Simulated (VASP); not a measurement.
Wanted: the native input for a VASP 6.6.1 run.

```yaml
Task: relaxation of cell and atoms
Functional: PBEsol
Potentials_or_basis: VASP PAW PBE potentials, release 64 (H)
Cutoff: 600 eV
k_mesh: 4 × 2 × 4
Occupations: gaussian, width 0.1 eV
Spin: no spin polarisation
Dipole_correction: no
Further_INCAR_settings: LREAL = Auto; ALGO = Normal; EDIFF = 1e-06; IBRION = 2; EDIFFG = -0.04; NSW = 90; ISIF = 3
```

The structure of H lies in POSCAR:

```
H
1.0
    6.1830787500      0.0000000000      0.0000000000
    0.0000000000     11.7582829600      0.0000000000
    0.0000000000      0.0000000000      4.5688702500
H
16
Direct
    0.5469218500      0.7500000000      0.2940435600
    0.0469218500      0.7500000000      0.2059564400
    0.4530781500      0.2500000000      0.7059564400
    0.9530781500      0.2500000000      0.7940435600
    0.6030973900      0.7500000000      0.4373309800
    0.1030973900      0.7500000000      0.0626690200
    0.3969026100      0.2500000000      0.5626690200
    0.8969026100      0.2500000000      0.9373309800
    0.4500723700      0.9963542300      0.0439863400
    0.9500723700      0.5036457700      0.4560136600
    0.5499276300      0.4963542300      0.9560136600
    0.0499276300      0.0036457700      0.5439863400
    0.5499276300      0.0036457700      0.9560136600
    0.0499276300      0.4963542300      0.5439863400
    0.4500723700      0.5036457700      0.0439863400
    0.9500723700      0.9963542300      0.4560136600
```

The input as run:

INCAR

```
ALGO     = Normal         # electronic algorithm
EDIFF    = 1E-6           # SCF threshold, eV
EDIFFG   = -0.04          # ionic threshold
ENCUT    = 600            # plane-wave cutoff, eV
GGA      = PS             # functional
IBRION   = 2              # ionic algorithm
ISIF     = 3              # what is computed and relaxed
ISMEAR   = 0              # smearing method
LASPH    = T              # aspherical terms in the spheres
LCHARG   = F              # write CHGCAR
LREAL    = Auto         
LWAVE    = F              # write WAVECAR
NELM     = 80             # most SCF steps
NSW      = 90             # ionic steps
PREC     = Accurate       # precision mode
SIGMA    = 0.1            # smearing width, eV
```

KPOINTS

```
k-points
0
Gamma
  4 2 4
```

Potentials or basis: VASP PAW PBE potentials, release 64 (H).

The run is started by

```bash
$ cat potpaw_PBE.64/H/POTCAR > POTCAR
$ mpirun -np 1 vasp_std > vasp.out
```

It gave:

* Relaxed volume: 20.82 Å³/atom
* Relaxed cell: a = 6.191 Å, b = 11.758 Å, c = 4.576 Å, α = 90.00°, β = 90.00°, γ = 90.00°
* Space group after relaxing (to 0.1 Å): Pnma (No. 62)
* Energy gained by relaxing: 2.6 meV/atom
* Ionic steps: 3
* Pressure after relaxing: -0.1 GPa
* Largest force after relaxing: 0.014 eV/Å
* Band gap on the k mesh: 9.06 eV (least direct gap 9.16 eV)

Caveat: this functional lacks dispersion, which holds the molecules together, so the pressure and a relaxed volume are unreliable; the PAW data sets were made with another functional, which shifts forces and pressure a little.

Wall time 3.8 min on 1 thread of AMD EPYC 9R14 (Zen 4) (shared host), peak memory 0.4 GiB.
